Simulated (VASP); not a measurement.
The system is PtS2.

```xyz
3
Lattice="3.5432 0.0000 0.0000 -1.7716 3.0685 0.0000 0.0000 0.0000 5.0388" Properties=species:S:1:pos:R:3 pbc="T T T"
Pt    0.0000    0.0000    0.0000
S     0.0000    2.0457    1.2597
S     1.7716    1.0228    3.7791
```

Base run:

| Item | Value |
| --- | --- |
| Program | VASP 6.6.1 |
| Functional | PBE |
| Potentials or basis | VASP PAW PBE potentials, release 64 (Pt, S) |
| Cutoff | 520 eV |
| k mesh | 6 × 6 × 4 |
| Occupations | gaussian, width 0.1 eV |
| Spin | no spin polarisation |

Its results: band gap on the k mesh 0.56 eV, indirect (least direct gap 1.31 eV); pressure 2.0 GPa; largest force 0.373 eV/Å.

Q: The run is repeated on the same cell with these changes: k mesh from 6 × 6 × 4 to 3 × 3 × 1. What comes out?

A: Band gap on the k mesh 0.52 eV, indirect (least direct gap 1.74 eV); pressure 0.5 GPa; largest force 0.513 eV/Å.

Caveats: some runs use coarse meshes; spin-orbit coupling is left out, which moves the levels of the heavy elements.

A k mesh can miss the band edges.
